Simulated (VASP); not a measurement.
A run of VASP 6.6.1 is set up as follows.

Contents of INCAR:

```
SYSTEM = Ga11CuP12
ALGO     = Normal         ! electronic algorithm
EDIFF    = 1E-5           ! SCF threshold, eV
ENCUT    = 350            ! plane-wave cutoff, eV
GGA      = PS             ! functional
ISIF     = 2              ! what is computed and relaxed
ISMEAR   = 0              ! smearing method
ISPIN    = 2              ! spin polarisation
ISYM     = 0            
KPAR     = 2            
LASPH    = .True.         ! aspherical terms in the spheres
LCHARG   = .False.        ! write CHGCAR
LDAU     = .True.         ! DFT+U
LDAUJ    = 0 0 0        
LDAUL    = 2 -1 -1        ! shell
LDAUPRINT= 1            
LDAUTYPE = 2            
LDAUU    = 7 0 0          ! U, eV
LMAXMIX  = 4              ! l up to which the mixer works
LORBIT   = 11             ! projections on sites
LREAL    = Auto         
LWAVE    = .False.        ! write WAVECAR
MAGMOM   = 2 0 0 0 0 0 0 0 0 0 0 0 0 0 0 0 0 0 0 0 0 0 0 0 ! initial moments
NBANDS   = 129            ! bands
NELM     = 120            ! most SCF steps
NUPDOWN  = 2              ! fixed moment
PREC     = Accurate       ! precision mode
SIGMA    = 0.03           ! smearing width, eV
```

File KPOINTS:

```
k-points
0
Gamma
  2 2 2
  0 0 0
```

Contents of POSCAR:

```
Ga11CuP12                               
1.0
    0.0000000000      8.1757500000      8.1757500000
    5.4505000000      0.0000000000      5.4505000000
    5.4505000000      5.4505000000      0.0000000000
  Cu              Ga              P             
     1    11    12
Direct
     0.9985365811390715    0.0006550261406407    0.0013206874077931
     0.0019460405873064    0.0024892818739523    0.4975110340615031
     0.0006784374349500    0.4992132746260755    0.0019046915452284
     0.0003769875593564    0.4986322795254134    0.4990607266311593
     0.3293333867264717    0.0018280038390721    0.0028010201584559
     0.3287170009268871    0.0017708273296045    0.5027135693112896
     0.3285737942107487    0.5026755517955601    0.0018750149981345
     0.3304926501841765    0.4994170993003335    0.5021940036407014
     0.6672303057892268    0.9999638975439791    0.0039933331297154
     0.6669718586819339    0.9985379244245189    0.4990837732526233
     0.6661281126133142    0.4930532360810041    0.0053930188661806
     0.6655458647745089    0.4975455577425451    0.5028845617318241
     0.0800252334888398    0.1227182284377579    0.1212335519755435
     0.0801970593110119    0.1220725142984197    0.6366707376911324
     0.0798525762104771    0.6360411476313523    0.1225133259334056
     0.0811782447857478    0.6265311594531286    0.6260373720077936
     0.4160309705399513    0.1256830708753819    0.1259855785338191
     0.4162553802224979    0.1235348846970921    0.6262555315323117
     0.4152985559442884    0.6249084096783957    0.1261954648208143
     0.4156417301426909    0.6247618763503365    0.6254446565976109
     0.7578725160787786    0.1182159081225841    0.1242089552952163
     0.7507071085417029    0.1219662075871482    0.6270086048108165
     0.7496924434204338    0.6230567355713712    0.1270899393707215
     0.7495271606856353    0.6220698970743365    0.6282338466961916
```

Potentials or basis: VASP PAW PBE potentials, release 64 (Cu, Ga_d, P).

Run with:

```bash
$ cat potpaw_PBE.64/Cu/POTCAR potpaw_PBE.64/Ga_d/POTCAR potpaw_PBE.64/P/POTCAR > POTCAR
$ mpirun -np 4 vasp_std > vasp.out
```

Predict the pressure.

-1.7 GPa.

Predict the largest force.

0.029 eV/Å.

Eigenvalues of the final occupation matrices:
| site | spin | trace | eigenvalues |
| --- | --- | --- | --- |
| site 1 d | 1 | 4.77 | 0.95 0.95 0.96 0.96 0.96 |
| site 1 d | 2 | 4.61 | 0.90 0.90 0.92 0.95 0.95 |

Caveat: the k points lie up to 0.50 Å⁻¹ apart; the cutoff is under 1.25 times the usual one of these potentials, so pressure, stress and relaxed cells hold a basis-set (Pulay) error; the PAW data sets were made with another functional, which shifts forces and pressure a little; the total moment is fixed, so each spin has its own Fermi level; the U is typed as a test and isn't derived for this compound.
